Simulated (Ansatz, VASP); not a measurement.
Al2InN3 in VASP and in Ansatz

```xyz
6
Lattice="2.9934 0.0000 0.0000 0.0000 2.9934 0.0000 0.0000 0.0000 8.4518" Properties=species:S:1:pos:R:3 pbc="T T T"
Al    0.0000    0.0000    7.6775
Al    1.4967    1.4967    5.7222
In    1.4967    1.4967    1.5632
N     0.0000    0.0000    5.6134
N     0.0000    0.0000    1.3491
N     1.4967    1.4967    7.6557
```

Change from the starting cell: species swapped into the Dy2CuAg3 type (P4mm, No. 99).

Alike in both runs: task relaxation of cell and atoms; functional PBE; k mesh 12 × 12 × 4; occupations gaussian, width 0.02 eV; no spin polarisation.

|  | VASP | Ansatz |
| --- | --- | --- |
| version | VASP 6.6.1 | Ansatz 0.2.0 |
| potentials or method | VASP PAW PBE potentials, release 64 (Al, In_d, N), cutoff 600 eV | scalar-relativistic, plane waves, PAW |
| valence electrons in the cell | 34 | 34 |

Ansatz gave:

| Property | Result |
| --- | --- |
| gap on the k mesh at the Fermi level, each at its own relaxed structure (eV) | 0.59 |
| relaxed volume (Å³/atom) | 12.66 |
| relaxed length of the cell vector where the two differ most in proportion (Å) | 8.488 |

Question: Which values does VASP return?

Answer: gap on the k mesh at the Fermi level, each at its own relaxed structure (eV): 0.58; relaxed volume (Å³/atom): 12.60; relaxed length of the cell vector where the two differ most in proportion (Å): 8.451.
